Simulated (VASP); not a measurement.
# Ag (P6_3/mmc) in VASP: notebook, part 2 of 2

VASP 6.6.1. The steps go on from the part before.

## 5. Single point, PBE

This run uses another cell than the first one: it holds 8 atoms, not 4.

Contents of INCAR:

```
SYSTEM = Ag
ALGO = Normal
EDIFF = 1E-6
ENCUT = 500
GGA = PE
GGA_COMPAT = .FALSE.
ISIF = 2
ISMEAR = 0
LASPH = .TRUE.
LCHARG = .FALSE.
LREAL = .FALSE.
LWAVE = .FALSE.
NBANDS = 54
NELM = 120
PREC = Accurate
SIGMA = 0.15
```

Contents of KPOINTS:

```
k-points
0
G
  28 28 4
  0 0 0
```

Contents of POSCAR:

```
Ag
1.0
   -2.8709531720      0.0000000000      0.0000000000
   -1.4354765860     -2.4863183800      0.0000000000
    0.0000000000      0.0000000000     18.6761177600
Ag
8
Direct
    0.3333333333      0.3333333333      0.1250000000
    0.3333333333      0.3333333333      0.6250000000
    0.6666666667      0.6666666667      0.3750000000
    0.6666666667      0.6666666667      0.8750000000
    1.0000000000      1.0000000000      0.5000000000
    1.0000000000      1.0000000000      0.0000000000
    0.0000000000      0.0000000000      0.2500000000
    0.0000000000      0.0000000000      0.7500000000
```

Potentials or basis: VASP PAW PBE potentials, release 64 (Ag).

Launch:

```console
cat potpaw_PBE.64/Ag/POTCAR > POTCAR
mpirun -np 1 vasp_std > vasp.out
```

OUTCAR:

```text
SYSTEM = Ag
   EDIFF = 1E-6
   ENCUT = 500
   GGA = PE
   ISIF = 2
   ISMEAR = 0
   LASPH = .TRUE.
   LREAL = .FALSE.
   NELM = 120
   PREC = Accurate

 ion  position               nearest neighbor table
   1  0.333  0.333  0.125-   6 2.86   7 2.86   6 2.86   7 2.86   6 2.86   7 2.86
   2  0.333  0.333  0.625-   5 2.86   8 2.86   5 2.86   8 2.86   5 2.86   8 2.86
   3  0.667  0.667  0.375-   5 2.86   7 2.86   5 2.86   7 2.86   5 2.86   7 2.86
   4  0.667  0.667  0.875-   6 2.86   8 2.86   6 2.86   8 2.86   6 2.86   8 2.86
   5  0.000  0.000  0.500-   2 2.86   3 2.86   3 2.86   2 2.86   3 2.86   2 2.86
   6  0.000  0.000  0.000-   1 2.86   4 2.86   4 2.86   1 2.86   4 2.86   1 2.86
   7  0.000  0.000  0.250-   1 2.86   3 2.86   3 2.86   1 2.86   3 2.86   1 2.86
   8  0.000  0.000  0.750-   2 2.86   4 2.86   4 2.86   2 2.86   4 2.86   2 2.86
[... 7 lines left out ...]
 A1 = (   1.4354765860,   2.4863183800,   0.0000000000)
 A2 = (  -2.8709531720,   0.0000000000,   0.0000000000)
 A3 = (   0.0000000000,   0.0000000000,  18.6761177600)

Analysis of symmetry for initial positions (statically):
=====================================================================
 Subroutine PRICEL returns following result:

  LATTYP: Found a hexagonal cell.
 ALAT       =     2.8709531720
 C/A-ratio  =     3.2525988132

  Lattice vectors:

 A1 = (   1.4354765860,   2.4863183800,   0.0000000000)
 A2 = (  -2.8709531720,   0.0000000000,   0.0000000000)
 A3 = (   0.0000000000,   0.0000000000,   9.3380588800)

   2 primitive cells build up your supercell.

 Routine SETGRP: Setting up the symmetry group for a
 hexagonal supercell.

 Subroutine GETGRP returns: Found 24 space group operations
 (whereof 12 operations were pure point group operations)
 out of a pool of 24 trial point group operations.

The static configuration has the point symmetry D_3d.
 The point group associated with its full space group is D_6h.

Analysis of symmetry for dynamics (positions and initial velocities):
=====================================================================
[... 153 lines left out ...]
   AEXX    =    0.0000 exact exchange contribution
   IVDW    =     0    specifies the selected vdW correction
   LEPSILON=     F    determine dielectric tensor
   LRPA    =     F    only Hartree local field effects (RPA)
 non-spin polarized calculation
 Gauss-broadening in eV      SIGMA  =   0.15
  energy-cutoff  :      500.00
  volume of cell :      133.31
 maximum number of plane-waves:      3415
 NGX is ok and might be reduce to    24

 number of electron      87.9999965 magnetization

 Free energy of the ion-electron system (eV)
  ---------------------------------------------------
  ext. energy  EPLUGINS =         0.00000000
  ---------------------------------------------------
  free energy    TOTEN  =       -21.53355889 eV

  energy without entropy =      -21.51375051  energy(sigma->0) =      -21.52365470

 E-fermi :   8.8055     XC(G=0): -12.3472

 val. band max:        8.8021260135   @ k =   0.2143   0.1071   0.2500
 cond. band min:       8.8082360254   @ k =   0.5000   0.0000   0.2500
 fundamental gap:      0.0061100120
 Fermi energy:         8.8054988446

 k-point     1 :       0.0000    0.0000    0.0000
  band No.  band energies     occupation
      1       0.8147      2.00000
      2       1.2982      2.00000
      3       1.2982      2.00000
      4       2.2103      2.00000
      5       2.2281      2.00000
      6       2.2310      2.00000
[... 1357 lines left out ...]
     53      17.0919      0.00000
     54      17.2298      0.00000

 [... further k-points ...]

------------------------ aborting loop because EDIFF is reached ----------------------------------------

  FORCE on cell =-STRESS in cart. coord.  units (eV):
  Direction    XX          YY          ZZ          XY          YZ          ZX
  --------------------------------------------------------------------------------------
  -------------------------------------------------------------------------------------
  Total        5.9523919      5.9523919      6.7963779      0.0000000      0.0000000      0.0000000
  in kB       71.5373164     71.5373164     81.6805490      0.0000000      0.0000000      0.0000000
  external PRESSURE =      74.9183939 kB  Pullay stress =       0.0000000 kB

 VOLUME and BASIS-vectors are now :
 -----------------------------------------------------------------------------
  energy-cutoff  :      500.00
  volume of cell :      133.31
      direct lattice vectors                 reciprocal lattice vectors
    -2.870953172  0.000000000  0.000000000    -0.348316374  0.201100553  0.000000000
    -1.435476586 -2.486318380  0.000000000     0.000000000 -0.402201105  0.000000000
     0.000000000  0.000000000 18.676117760     0.000000000  0.000000000  0.053544319

 POSITION                                       TOTAL-FORCE (eV/Angst)
 -----------------------------------------------------------------------------------
     -1.43548     -0.82877      2.33451         0.000000      0.000000      0.000000
     -1.43548     -0.82877     11.67257         0.000000      0.000000      0.000000
     -2.87095     -1.65755      7.00354        -0.000000      0.000000      0.000000
     -2.87095     -1.65755     16.34160        -0.000000      0.000000      0.000000
      0.00000      0.00000      9.33806        -0.000000     -0.000000     -0.000000
      0.00000      0.00000      0.00000        -0.000000     -0.000000     -0.000000
      0.00000      0.00000      4.66903        -0.000000     -0.000000     -0.000000
      0.00000      0.00000     14.00709        -0.000000     -0.000000     -0.000000
 -----------------------------------------------------------------------------------
    total drift:                               -0.000000      0.000000      0.000000

  FREE ENERGIE OF THE ION-ELECTRON SYSTEM (eV)
  ---------------------------------------------------
  free  energy   TOTEN  =       -21.5335588944 eV

  energy  without entropy=      -21.5137505117  energy(sigma->0) =      -21.52365470
```

stdout:

```text
POSCAR found type information on POSCAR Ag
 POSCAR found :  1 types and       8 ions
 scaLAPACK will be used
 LDA part: xc-table for (Slater+PW92), standard interpolation
 POSCAR, INCAR and KPOINTS ok, starting setup
 FFT: planning ... GRIDC
 FFT: planning ... GRID_SOFT
 FFT: planning ... GRID
 WAVECAR not read
 entering main loop
```

It took 13 min on 1 thread of AMD EPYC 9R45 (Zen 5), shared host; peak memory 1 GiB.

What came out:

- Free energy: -21.5336 eV
- Pressure: 7.5 GPa
- Band gap on the k mesh: zero (bands 44 and 45 overlap by 6.57 eV)

Levels at points of the mesh, in eV from the Fermi level:
```csv
k point,band 42,band 43,band 44,band 45,band 46,band 47,band 48,band 49
"(0.00, 0.00, 0.00)",-3.27,-3.27,-3.09,-3.09,-2.57,-2.57,-0.48,3.73
"(0.50, 0.00, 0.00)",0.16,0.16,0.64,0.99,1.36,1.36,1.53,4.39
"(0.00, 0.00, 0.50)",-3.42,-3.14,-3.14,-3.14,-3.14,-1.22,-1.22,4.68
"(0.50, 0.00, 0.50)",-0.15,0.46,0.46,1.16,1.16,1.49,1.49,4.55
```

Caveat: the cell stands under pressure.

## 6. The runs side by side

| task | level | cell | k mesh | cutoff (eV) | smearing | mended | gap on the mesh (eV) | pressure (GPa) |
| --- | --- | --- | --- | --- | --- | --- | --- | --- |
| single point | PBEsol | a = 2.871, b = 2.871, c = 9.338 Å, angles 90.0, 90.0, 120.0°, 4 atoms, atomic positions A | 18 × 18 × 4 | 520 | gaussian 0.1 eV | - | none | -0.3 |
| relaxation of shape and atoms at fixed volume | PBEsol | relaxed from a = 2.899, b = 2.899, c = 9.431 Å, angles 90.0, 90.0, 120.0°, 4 atoms, atomic positions A | 18 × 18 × 4 | 600 | gaussian 0.1 eV | - | none | -3.4 |
| relaxation of shape and atoms at fixed volume | PBEsol | relaxed from a = 2.927, b = 2.927, c = 9.521 Å, angles 90.0, 90.0, 120.0°, 4 atoms, atomic positions A | 18 × 18 × 4 | 600 | gaussian 0.1 eV | - | none | -6.0 |
| single point | PBE | a = 2.871, b = 2.871, c = 18.676 Å, angles 90.0, 90.0, 60.0°, 8 atoms, atomic positions B | 28 × 28 × 4 | 500 | gaussian 0.15 eV | yes | none | 7.5 |

Alike in all rows: potentials or basis VASP PAW PBE potentials, release 64 (Ag); no spin polarisation.

Caveats: the PAW data sets were made with another functional, which shifts forces and pressure a little (at least some runs); the relaxation stopped at its first step, so nothing moved (at least some runs); the cell stands under pressure (at least some runs).

Total energies depend on the potentials used, so only differences within one code and one set of settings carry meaning.
